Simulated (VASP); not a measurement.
Here is a VASP 6.6.1 calculation.

INCAR

```
SYSTEM = BaO
ALGO = Normal
EDIFF = 1E-7
EDIFFG = -0.002
ENCUT = 600
GGA = PS
GGA_COMPAT = .False.
IBRION = 2
ISIF = 3
ISMEAR = 0
LASPH = .True.
LCHARG = .False.
LREAL = .False.
LWAVE = .False.
NELM = 120
NELMIN = 4
NSW = 100
PREC = Accurate
SIGMA = 0.02
```

Contents of KPOINTS:

```
k-points
0
Gamma
  8 8 8
  0 0 0
```

File POSCAR:

```
BaO
1.0
    0.0000000000      2.7695000000      2.7695000000
    2.7695000000      0.0000000000      2.7695000000
    2.7695000000      2.7695000000      0.0000000000
Ba O
1 1
Direct
    0.0000000000      0.0000000000      0.0000000000
    0.5000000000      0.5000000000      0.5000000000
```

Potentials or basis: VASP PAW PBE potentials, release 64 (Ba_sv, O).

The run is started by

```bash
$ cat potpaw_PBE.64/Ba_sv/POTCAR potpaw_PBE.64/O/POTCAR > POTCAR
$ mpirun -np 1 vasp_std > vasp.out
```

Q: What does it give for the relaxed volume?

A: 21.16 Å³/atom.

Q: What does it give for the band gap on the k mesh?

A: 1.86 eV.

Q: Estimate the relaxed cell.

A: a = 3.912 Å, b = 3.912 Å, c = 3.912 Å, α = 60.00°, β = 60.00°, γ = 60.00°.

Q: Estimate the space group after relaxing (to 0.1 Å).

A: Fm-3m (No. 225).

Final structure:
```
CELL_PARAMETERS angstrom
0.00000 2.76606 2.76606
2.76606 0.00000 2.76606
2.76606 2.76606 0.00000
ATOMIC_POSITIONS crystal
Ba 0.00000 0.00000 0.00000
O 0.50000 0.50000 0.50000
```

Caveat: the PAW data sets were made with another functional, which shifts forces and pressure a little; spin-orbit coupling is left out, which moves the levels of the heavy elements. A k mesh can miss the band edges.
